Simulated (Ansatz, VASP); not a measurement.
## TiAl in VASP and in Ansatz

```
CELL_PARAMETERS angstrom
2.77717 0.00000 0.00000
0.00000 2.77717 0.00000
0.00000 0.00000 4.16575
ATOMIC_POSITIONS crystal
Ti 0.00000 0.00000 0.00000
Al 0.50000 0.50000 0.50000
```

Alike in both runs: task single point; functional PBEsol; k mesh 16 × 16 × 16; occupations gaussian, width 0.15 eV; no spin polarisation.

|  | VASP | Ansatz |
| --- | --- | --- |
| version | VASP 6.6.1 | Ansatz 0.2.0 |
| potentials or method | VASP PAW PBE potentials, release 64 (Ti_sv, Al), cutoff 520 eV | scalar-relativistic, plane waves, PAW |
| valence electrons in the cell | 15 | 15 |

```csv
,VASP,Ansatz,Ansatz less VASP
gap on the k mesh at the Fermi level (eV),none,none,-
pressure (GPa),-2.0,-2.1,-0.05
"traceless stress, the component that is largest in VASP (GPa)",-2.33,-2.37,-0.035
```

VASP's potentials were made for PBE, not for PBEsol. A gap of «none» marks a metal or a gap that the smearing closes. With one functional, cell and mesh, what is left measures potentials, basis and numerics.
